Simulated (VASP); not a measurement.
Set up this calculation in VASP 6.6.1, as the native input.

```
Task                   : relaxation of the atoms
Functional             : r2SCAN
Potentials or basis    : VASP PAW PBE potentials, release 64 (Ti_sv, C)
Cutoff                 : 520 eV
k mesh                 : 13 × 13 × 13
Occupations            : fermi-dirac, width 0.1 eV
Spin                   : no spin polarisation
Dipole correction      : no
Further INCAR settings : ALGO = Normal; EDIFF = 1e-06; IBRION = 2; EDIFFG = -0.01; NSW = 50
```

The system is TiC.

```
Ti C
1.0
     0.00000    2.14973    2.14973
     2.14973    0.00000    2.14973
     2.14973    2.14973    0.00000
Ti C
1 1
Direct
  0.00000 0.00000 0.00000
  0.50000 0.50000 0.50000
```

The input as run:

POSCAR

```
TiC
1.0
    0.0000000000      2.1497313100      2.1497313100
    2.1497313100      0.0000000000      2.1497313100
    2.1497313100      2.1497313100      0.0000000000
Ti C
1 1
Direct
    0.0000000000      0.0000000000      0.0000000000
    0.5000000000      0.5000000000      0.5000000000
```

INCAR.step1

```
SYSTEM = TiC
PREC     = Accurate       ! precision mode
ENCUT    = 520            ! plane-wave cutoff, eV
ISMEAR   = -1             ! smearing method
SIGMA    = 0.1            ! smearing width, eV
LREAL    = .FALSE.        ! projectors in reciprocal space
LASPH    = .TRUE.         ! aspherical terms in the spheres
NELM     = 60             ! most SCF steps
GGA      = PE             ! functional
ALGO     = Normal         ! electronic algorithm
EDIFF    = 1E-4           ! SCF threshold, eV
LWAVE    = .TRUE.         ! write WAVECAR
LCHARG   = .FALSE.        ! write CHGCAR
```

INCAR.step2

```
SYSTEM = TiC
PREC     = Accurate       ! precision mode
ENCUT    = 520            ! plane-wave cutoff, eV
EDIFF    = 1E-6           ! SCF threshold, eV
ISMEAR   = -1             ! smearing method
SIGMA    = 0.1            ! smearing width, eV
LREAL    = .FALSE.        ! projectors in reciprocal space
LASPH    = .TRUE.         ! aspherical terms in the spheres
NELM     = 60             ! most SCF steps
ALGO     = Normal         ! electronic algorithm
ISIF     = 2              ! what is computed and relaxed
LWAVE    = .FALSE.        ! write WAVECAR
LCHARG   = .FALSE.        ! write CHGCAR
METAGGA  = R2SCAN         ! meta-GGA
LMIXTAU  = .TRUE.       
IBRION   = 2              ! ionic algorithm
NSW      = 50             ! ionic steps
EDIFFG   = -0.01          ! ionic threshold
ISTART   = 1
```

KPOINTS

```
Automatic mesh
0
G
  13 13 13
  0 0 0
```

Potentials or basis: VASP PAW PBE potentials, release 64 (Ti_sv, C).

Launch:

```console
$ cat potpaw_PBE.64/Ti_sv/POTCAR potpaw_PBE.64/C/POTCAR > POTCAR
$ cp INCAR.step1 INCAR
$ mpirun -np 1 vasp_std > vasp.out
$ cp INCAR.step2 INCAR
$ mpirun -np 1 vasp_std > vasp.out
```

It gave:

```yaml
Pressure_after_relaxing: 6.4 GPa
Band_gap_on_the_k_mesh: zero (bands 8 and 9 overlap by 1.33 eV)
```

Caveat: the relaxation stopped at its first step, so nothing moved; the PAW data sets were made with another functional, which shifts forces and pressure a little.

It took 40 s on 1 thread of Intel(R) Xeon(R) 6975P-C (Granite Rapids), with other jobs on the host, peak memory 0.15 GiB.
